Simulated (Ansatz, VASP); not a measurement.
Two plane-wave programs on TaN

```
Ta N
1.0
     2.88918    0.00000    0.00000
    -1.44459    2.50210    0.00000
     0.00000    0.00000    5.86002
Ta N
2 2
Direct
  0.00000 0.00000 0.00000
  0.00000 0.00000 0.50000
  0.33333 0.66667 0.25000
  0.66667 0.33333 0.75000
```

Alike in both runs: task single point; functional PBEsol; k mesh 15 × 15 × 8; occupations gaussian, width 0.15 eV; no spin polarisation.

|  | VASP | Ansatz |
| --- | --- | --- |
| version | VASP 6.6.1 | Ansatz 0.2.0 |
| potentials or method | VASP PAW PBE potentials, release 64 (Ta_sv_GW, N), cutoff 600 eV | scalar-relativistic, plane waves, PAW |
| valence electrons in the cell | 36 | 36 |

```tsv
	VASP	Ansatz	Ansatz less VASP
gap on the k mesh at the Fermi level (eV)	none	none	-
pressure (GPa)	0.2	0.1	-0.14
traceless stress, the component that is largest in VASP (GPa)	-0.07	-0.20	-0.131
```

VASP's potentials were made for PBE, not for PBEsol, and Ansatz warns of the same on its side. A gap of «none» marks a metal or a gap that the smearing closes. With one functional, cell and mesh, what is left measures potentials, basis and numerics.

Neither program's run includes spin-orbit coupling.
